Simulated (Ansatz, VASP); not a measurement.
**In in VASP and in Ansatz**

INCAR

```
ALGO     = Fast           # electronic algorithm
EDIFF    = 1E-7           # SCF threshold, eV
ENCUT    = 520            # plane-wave cutoff, eV
GGA      = PE             # functional
ISIF     = 2              # what is computed and relaxed
ISMEAR   = -1             # smearing method
LASPH    = True           # aspherical terms in the spheres
LCHARG   = True           # write CHGCAR
LELF     = True           # ELF
LREAL    = False          # projectors in reciprocal space
LVHAR    = True         
LWAVE    = False          # write WAVECAR
NBANDS   = 26             # bands
NELM     = 80             # most SCF steps
PREC     = Accurate       # precision mode
SIGMA    = 0.05           # smearing width, eV
```

File KPOINTS:

```
k-points
0
Gamma
  9 9 9
```

POSCAR

```
In
1.0
    1.6696368166      0.9639652655      8.2074632500
   -1.6696368166      0.9639652655      8.2074632500
    0.0000000000     -1.9279305310      8.2074632500
In
3
Direct
    0.2174140000      0.2057970000      0.2365630000
    0.7759670000      0.7780210000      0.7795960000
   -0.0084250000     -0.0035600000      0.0086230000
```

The input input.yaml:

```yaml
crystal:
  lattice:
    - [1.6696368166, 0.9639652655, 8.20746325]
    - [-1.6696368166, 0.9639652655, 8.20746325]
    - [0.0, -1.927930531, 8.20746325]
  atoms:
    - { symbol: In, position: [0.217414, 0.205797, 0.236563] }
    - { symbol: In, position: [0.775967, 0.778021, 0.779596] }
    - { symbol: In, position: [-0.008425, -0.00356, 0.008623] }
hamiltonian:
  xc: pbe
  pseudopotentials: { kind: paw }
kpoints:
  mp_grid: { grid: [9, 9, 9] }
scf:
  occupations: { method: fermi_dirac, width: 0.05 }
output:
  forces: true
  stress: true
  eigenvalues: true
```

Change from the starting cell: atoms moved at random, drawn with an rms of 0.05 Å.

Alike in both runs: task single point; functional PBE; k mesh 9 × 9 × 9; occupations fermi-dirac, width 0.05 eV; no spin polarisation.

|  | VASP | Ansatz |
| --- | --- | --- |
| version | VASP 6.6.1 | Ansatz 0.2.0 |
| potentials or method | VASP PAW PBE potentials, release 64 (In_d) | Ansatz PAW |
| plane-wave cutoff (eV) | 520 | 420 |
| valence electrons in the cell | 39 | 39 |

Ansatz gave:

```
gap on the k mesh at the Fermi level (eV)                     : none
pressure (GPa)                                                : 1.8
traceless stress, the component that is largest in VASP (GPa) : -0.44
rms of the force components (eV/Å)                            : 0.036
```

Question: Estimate VASP's values.

Answer: gap on the k mesh at the Fermi level (eV): none; pressure (GPa): 1.9; traceless stress, the component that is largest in VASP (GPa): -0.44; rms of the force components (eV/Å): 0.036.

Atom by atom the forces differ by 0.000 eV/Å (rms over components). A gap of «none» marks a metal or a gap that the smearing closes.
